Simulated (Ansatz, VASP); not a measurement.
## One calculation of TiAl4Ni3, two programs

```
CELL_PARAMETERS angstrom
4.02883 0.00000 0.00000
0.00000 4.02883 0.00000
0.00000 0.00000 6.50511
ATOMIC_POSITIONS crystal
Ti 0.50000 0.50000 0.50000
Al 0.50000 0.00000 0.77165
Al 0.00000 0.50000 0.77165
Al 0.50000 0.00000 0.22835
Al 0.00000 0.50000 0.22835
Ni 0.00000 0.00000 0.00000
Ni 0.50000 0.50000 0.00000
Ni 0.00000 0.00000 0.50000
```

Alike in both runs: task single point; functional PBE; k mesh 4 × 4 × 4; occupations gaussian, width 0.1 eV; no spin polarisation.

|  | VASP | Ansatz |
| --- | --- | --- |
| version | VASP 6.6.1 | Ansatz 0.2.0 |
| potentials or method | VASP PAW PBE potentials, release 64 (Ti_sv, Al, Ni), cutoff 520 eV | scalar-relativistic, plane waves, PAW |
| valence electrons in the cell | 54 | 78 |

|  | VASP | Ansatz | Ansatz less VASP |
| --- | --- | --- | --- |
| gap on the k mesh at the Fermi level (eV) | none | none | - |
| pressure (GPa) | 0.0 | -0.1 | -0.06 |
| traceless stress, the component that is largest in VASP (GPa) | -0.22 | -0.17 | +0.049 |
| rms of the force components (eV/Å) | 0.046 | 0.043 | -0.0028 |

Atom by atom the forces differ by 0.003 eV/Å (rms over components). A gap of «none» marks a metal or a gap that the smearing closes. VASP's potentials hold 54 valence electrons a cell and Ansatz's 78, so a difference there can come from the potentials and not from the codes.

The k mesh is coarse, so the values compare programs but aren't converged.
